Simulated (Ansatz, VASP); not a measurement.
## One calculation of W3O, two programs

File INCAR:

```
SYSTEM = W3O
PREC = Accurate
ENCUT = 520
EDIFF = 1E-7
ISMEAR = 0
SIGMA = 0.15
LREAL = .FALSE.
LASPH = .TRUE.
NELM = 60
ALGO = Normal
ISIF = 2
LWAVE = .FALSE.
LCHARG = .FALSE.
GGA = PS
NBANDS = 58
```

Contents of KPOINTS:

```
regular mesh
0
G
  8 8 8
  0 0 0
```

The input POSCAR:

```
W3O
1.0
    4.9762901560      0.0000000000      0.0000000000
    0.0000000000      4.9762901560      0.0000000000
    0.0000000000      0.0000000000      4.6864091760
W O
6 2
Direct
    0.5000000000      0.7500000000      0.0000000000
    0.0000000000      0.5000000000      0.7500000000
    0.2500000000      0.0000000000      0.5000000000
    0.5000000000      0.2500000000      0.0000000000
    0.0000000000      0.5000000000      0.2500000000
    0.7500000000      0.0000000000      0.5000000000
    0.5000000000      0.5000000000      0.5000000000
    0.0000000000      0.0000000000      0.0000000000
```

Input for Ansatz:

```yaml
crystal:
  lattice:
    - [4.976290156, 0.0, 0.0]
    - [0.0, 4.976290156, 0.0]
    - [0.0, 0.0, 4.686409176]
  atoms:
    - { symbol: W, position: [0.5, 0.75, 0.0] }
    - { symbol: W, position: [0.0, 0.5, 0.75] }
    - { symbol: W, position: [0.25, 0.0, 0.5] }
    - { symbol: W, position: [0.5, 0.25, 0.0] }
    - { symbol: W, position: [0.0, 0.5, 0.25] }
    - { symbol: W, position: [0.75, 0.0, 0.5] }
    - { symbol: O, position: [0.5, 0.5, 0.5] }
    - { symbol: O, position: [0.0, 0.0, 0.0] }
basis:
  ecutwfc: 420
kpoints:
  mp_grid: { grid: [8, 8, 8] }
hamiltonian:
  xc: pbesol
scf:
  occupations: { method: gaussian, width: 0.15 }
output:
  forces: true
  stress: true
  eigenvalues: true
```

Change from the starting cell: strain +0.030 along x and y, -0.030 along z, atoms carried along.

Alike in both runs: task single point; functional PBEsol; k mesh 8 × 8 × 8; occupations gaussian, width 0.15 eV; no spin polarisation.

```csv
,VASP,Ansatz
version,VASP 6.6.1,Ansatz 0.2.0
potentials or method,"VASP PAW PBE potentials, release 64 (W_sv, O), cutoff 520 eV","scalar-relativistic, plane waves, PAW"
valence electrons in the cell,96,96
```

Ansatz gave:

* gap on the k mesh at the Fermi level (eV): none
* pressure (GPa): -6.7
* traceless stress, the component that is largest in VASP (GPa): 4.55
* rms of the force components (eV/Å): 0.185

Question: What did VASP give for the same quantities?

Answer: gap on the k mesh at the Fermi level (eV): none; pressure (GPa): -5.8; traceless stress, the component that is largest in VASP (GPa): 5.13; rms of the force components (eV/Å): 0.186.

VASP's potentials were made for PBE, not for PBEsol. Atom by atom the forces differ by 0.001 eV/Å (rms over components). A gap of «none» marks a metal or a gap that the smearing closes.

Spin-orbit coupling is off throughout.
